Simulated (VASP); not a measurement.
A run of VASP 6.6.1 is set up as follows.

INCAR

```
SYSTEM = TaSi2
PREC = Accurate ; ENCUT = 520
EDIFF = 1E-6 ; ISMEAR = 0
SIGMA = 0.15 ; LREAL = .FALSE.
LASPH = .TRUE. ; NELM = 60
ALGO = Normal ; ISIF = 2
LWAVE = .FALSE. ; LCHARG = .TRUE.
GGA = PS ; LELF = .TRUE.
LVHAR = .TRUE. ; NBANDS = 38
```

The input KPOINTS:

```
Automatic mesh
0
G
  9 9 6
  0 0 0
```

POSCAR

```
TaSi2
1.0
    4.7613605622      0.0000000000      0.0000000000
   -2.3806802811      4.1234592035      0.0000000000
    0.0000000000      0.0000000000      6.5581204410
Ta Si
3 6
Direct
    0.4550548636      0.0000000000     -0.0652626014
    0.5000000000      0.5000000000      0.6666666667
    0.0000000000      0.5000000000      0.3333333333
    0.1592624125      0.3185248251      0.0000000000
    0.8407375875      0.1592624125      0.6666666667
    0.6814751749      0.8407375875      0.3333333333
    0.8407375875      0.6814751749      0.0000000000
    0.1592624125      0.8407375875      0.6666666667
    0.3185248251      0.1592624125      0.3333333333
```

Potentials or basis: VASP PAW PBE potentials, release 64 (Ta_pv, Si).

Launch:

```sh
$ cat potpaw_PBE.64/Ta_pv/POTCAR potpaw_PBE.64/Si/POTCAR > POTCAR
$ mpirun -np 1 vasp_std > vasp.out
```

Estimate the band gap on the k mesh.

zero (an odd number of electrons rules out a gap without spin polarisation).

Predict the pressure.

8.6 GPa.

Predict the largest force.

11.432 eV/Å.

Stress tensor (GPa, compression positive):
```
 7.03  4.13  4.58
 4.13  2.88  3.53
 4.58  3.53 15.90
```

Caveat: the cell differs from its parent crystal (atom 1 (Ta) moved by -0.214 Å along [1 0 0] and -0.428 Å along [0 0 1]); the cell stands under pressure; the PAW data sets were made with another functional, which shifts forces and pressure a little; spin-orbit coupling is left out, which moves the levels of the heavy elements.
